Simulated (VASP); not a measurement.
Here is a VASP 6.6.1 calculation.

File INCAR:

```
PREC = Accurate
ENCUT = 520
EDIFF = 1E-6
ISMEAR = -1
SIGMA = 0.08
LREAL = False
LASPH = True
NELM = 80
ALGO = Normal
ISIF = 2
LWAVE = False
LCHARG = True
GGA = PS
LELF = True
LVHAR = True
NBANDS = 15
```

The input KPOINTS:

```
Automatic mesh
0
Gamma
  15 15 15
```

The input POSCAR:

```
TaN
1.0
    0.0000000000      2.0309690777      2.0309690777
    2.0309690777      0.0000000000      2.0309690777
    2.0309690777      2.0309690777      0.0000000000
Ta N
1 1
Direct
    0.0000000000      0.0000000000      0.0000000000
    0.5000000000      0.5000000000      0.5000000000
```

Potentials or basis: VASP PAW PBE potentials, release 64 (Ta_pv, N).

The run is started by

```console
$ cat potpaw_PBE.64/Ta_pv/POTCAR potpaw_PBE.64/N/POTCAR > POTCAR
$ mpirun -np 1 vasp_std > vasp.out
```

Task: What does it give for the pressure?

Result: 133.0 GPa.

Task: What does it give for the band gap on the k mesh?

Result: Zero (bands 8 and 9 overlap by 5.49 eV).

Caveat: the cell stands under pressure; the PAW data sets were made with another functional, which shifts forces and pressure a little; spin-orbit coupling is left out, which moves the levels of the heavy elements.
